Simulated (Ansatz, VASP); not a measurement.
**Two plane-wave programs on Si3N4**

```
Si N
1.0
     7.49235    0.00000    0.00000
    -3.74618    6.48857    0.00000
     0.00000    0.00000    2.86307
Si N
6 8
Cartesian
  5.0882 1.1098 0.9323
  1.5830 4.9614 2.3638
  3.9872 3.8516 0.9323
  -1.3420 5.3788 2.3638
  2.1632 1.5272 0.9323
  -0.2410 2.6370 2.3638
  -1.0322 2.1348 0.9323
  5.1274 0.1735 2.3638
  2.4135 4.5272 0.9323
  4.7784 4.3537 2.3638
  -1.3812 6.3151 0.9323
  1.3327 1.9614 2.3638
  0.0000 4.3257 -0.4993
  3.7462 2.1629 0.9322
```

Change from the starting cell: volume scaled by 0.96, ions relaxed.

Alike in both runs: functional PBE; k mesh 4 × 4 × 10; occupations fermi-dirac, width 0.02 eV; no spin polarisation.

Ansatz relaxed the structure, and its values are those at the end. VASP's run is a single point on that final structure, the one shown.

|  | VASP | Ansatz |
| --- | --- | --- |
| version | VASP 6.6.1 | Ansatz 0.2.0 |
| potentials or method | VASP PAW PBE potentials, release 64 (Si, N) | plane-wave PAW, scalar-relativistic |
| plane-wave cutoff (eV) | 520 | 420 |
| valence electrons in the cell | 64 | 64 |

```csv
,VASP,Ansatz,Ansatz less VASP
gap on the k mesh at the Fermi level (eV),4.51,4.52,+0.013
pressure (GPa),17.5,17.8,+0.29
rms of the force components (eV/Å),0.008,0.009,+0.0013
```

Ansatz's warnings: stress scf threshold loose.
